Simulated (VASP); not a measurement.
Wanted: the native input for a VASP 6.6.1 run.

```yaml
Task: electric field gradients
Functional: PBEsol
Potentials_or_basis: VASP PAW PBE potentials, release 64 (Pb_d, Se)
Cutoff: 520 eV
k_mesh: 9 × 9 × 9
Occupations: fermi-dirac, width 0.01 eV
Spin: no spin polarisation
Dipole_correction: no
Further_INCAR_settings: ALGO = Normal; EDIFF = 1e-08; NBANDS = 17
```

The structure of PbSe lies in POSCAR:

```
PbSe
1.0
    0.0612430000      3.0927715000      3.0927715000
    3.0927715000      0.0612430000      3.0927715000
    3.0927715000      3.0927715000      0.0612430000
Pb Se
1 1
Direct
    0.0000000000      0.0000000000      0.0000000000
    0.5000000000      0.5000000000      0.5000000000
```

This cell differs from its parent crystal: equal xy, yz and zx shear strains of +2 %.

The input as run:

INCAR

```
SYSTEM = PbSe
PREC = Accurate
ENCUT = 520
EDIFF = 1E-8
ISMEAR = -1
SIGMA = 0.01
LREAL = .FALSE.
LASPH = .TRUE.
NELM = 100
ALGO = Normal
ISIF = 2
LWAVE = .FALSE.
LCHARG = .FALSE.
GGA = PS
LEFG = .TRUE.
NBANDS = 17
```

KPOINTS

```
Automatic mesh
0
G
  9 9 9
  0 0 0
```

Potentials or basis: VASP PAW PBE potentials, release 64 (Pb_d, Se).

Command:

```sh
$ cat potpaw_PBE.64/Pb_d/POTCAR potpaw_PBE.64/Se/POTCAR > POTCAR
$ mpirun -np 1 vasp_std > vasp.out
```

It gave:

```yaml
Pressure: -0.6 GPa
Band_gap_on_the_k_mesh: 0.48 eV, indirect (least direct gap 0.63 eV)
```

Caveat: the cell differs from its parent crystal (equal xy, yz and zx shear strains of +2 %); without QUAD_EFG the Cq values of the log hold for a quadrupole moment of 1 mb, not for the nuclei; the PAW data sets were made with another functional, which shifts forces and pressure a little; spin-orbit coupling is left out, which moves the levels of the heavy elements.

Run time: 33 s on 1 thread of Intel(R) Xeon(R) 6975P-C (Granite Rapids) (shared host), peak memory 0.25 GiB.
